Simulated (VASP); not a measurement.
# TaN: relaxation of cell and atoms with PBEsol

Crystal: TaN.

```
Ta N
1.0
     0.00000    2.19524    2.19524
     2.19524    0.00000    2.19524
     2.19524    2.19524    0.00000
Ta N
1 1
Direct
  0.50000 0.50000 0.50000
  0.00000 0.00000 0.00000
```

```json
{
  "Program": "VASP 6.6.1",
  "Task": "relaxation of cell and atoms",
  "Functional": "PBEsol",
  "Potentials or basis": "VASP PAW PBE potentials, release 64 (Ta_pv, N)",
  "Cutoff": "600 eV",
  "k mesh": "16 × 16 × 16",
  "Occupations": "gaussian, width 0.1 eV",
  "Spin": "no spin polarisation",
  "Target pressure": "-1 GPa",
  "Dipole correction": "no",
  "Further INCAR settings": "ALGO = Normal; EDIFF = 1e-07; IBRION = 2; EDIFFG = -0.008; NSW = 70; ISIF = 3"
}
```

The relaxed volume is 10.53 Å³/atom, the relaxed cell is a = 3.100 Å, b = 3.100 Å, c = 3.100 Å, α = 60.00°, β = 60.00°, γ = 60.00° and the space group after relaxing (to 0.05 Å) is Fm-3m (No. 225). The energy change on relaxing (the enthalpy is what falls) is -0.6 meV/atom and the ionic steps are 3. The pressure after relaxing is -1.0 GPa and the band gap on the k mesh is zero (band 8 reaches 11.42 eV, above the bottom of band 9 at 7.33 eV).

The path:
```csv
step,energy change (eV),largest force (eV/Å),pressure (GPa),volume (Å³)
1,0.0000,0.0000,-2.67,21.16
2,0.0003,0.0000,3.08,20.82
3,-0.0012,0.0000,-0.99,21.06
```

Final structure:
```
CELL_PARAMETERS angstrom
0.00000 2.19177 2.19177
2.19177 0.00000 2.19177
2.19177 2.19177 0.00000
ATOMIC_POSITIONS crystal
Ta 0.50000 0.50000 0.50000
N 0.00000 0.00000 0.00000
```

Levels at points of the mesh, in eV from the Fermi level:
```csv
k point,band 4,band 5,band 6,band 7,band 8,band 9,band 10,band 11,band 12
"(0.00, 0.00, 0.00)",-18.88,-3.81,-3.81,-3.81,-2.15,-2.15,-2.15,0.04,0.04
"(0.50, 0.00, 0.00)",-15.74,-10.47,-7.65,-7.65,1.95,1.95,2.05,3.85,7.67
"(0.50, 0.50, 0.00)",-17.60,-6.64,-5.56,-4.63,-4.63,2.13,3.63,3.63,4.68
```

It took 100 s on 1 thread of AMD EPYC 7R13 Processor (Zen 3), with other jobs on the host, peak memory 0.17 GiB.

Caveat: the cell is relaxed towards a set pressure, so the enthalpy falls and the energy may rise; the PAW data sets were made with another functional, which shifts forces and pressure a little; spin-orbit coupling is left out, which moves the levels of the heavy elements.
